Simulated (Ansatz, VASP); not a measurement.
# Two plane-wave programs on InSb

```
In Sb
1.0
     2.98277    0.00000    0.00000
     0.00000    2.98277    0.00000
     0.00000    0.00000    6.67032
In Sb
1 1
Direct
  0.00000 0.00000 0.00000
  0.00000 0.00000 0.50000
```

Change from the starting cell: mode 4 frozen in at +0.000 Å, strain +e along z and -e/2 along x and y +0.0700.

Alike in both runs: task single point; functional PBE; k mesh 14 × 14 × 8; occupations gaussian, width 0.15 eV; no spin polarisation.

|  | VASP | Ansatz |
| --- | --- | --- |
| version | VASP 6.6.1 | Ansatz 0.2.0 |
| potentials or method | VASP PAW PBE potentials, release 64 (In_d, Sb), cutoff 500 eV | scalar-relativistic, plane waves, PAW |
| valence electrons in the cell | 18 | 28 |

|  | VASP | Ansatz | Ansatz less VASP |
| --- | --- | --- | --- |
| gap on the k mesh at the Fermi level (eV) | none | none | - |
| pressure (GPa) | 1.4 | 1.5 | +0.01 |
| traceless stress, the component that is largest in VASP (GPa) | -5.45 | -5.44 | +0.011 |

A gap of «none» marks a metal or a gap that the smearing closes. With one functional, cell and mesh, what is left measures potentials, basis and numerics. VASP's potentials hold 18 valence electrons a cell and Ansatz's 28, so a difference there can come from the potentials and not from the codes.

Spin-orbit coupling is off throughout.
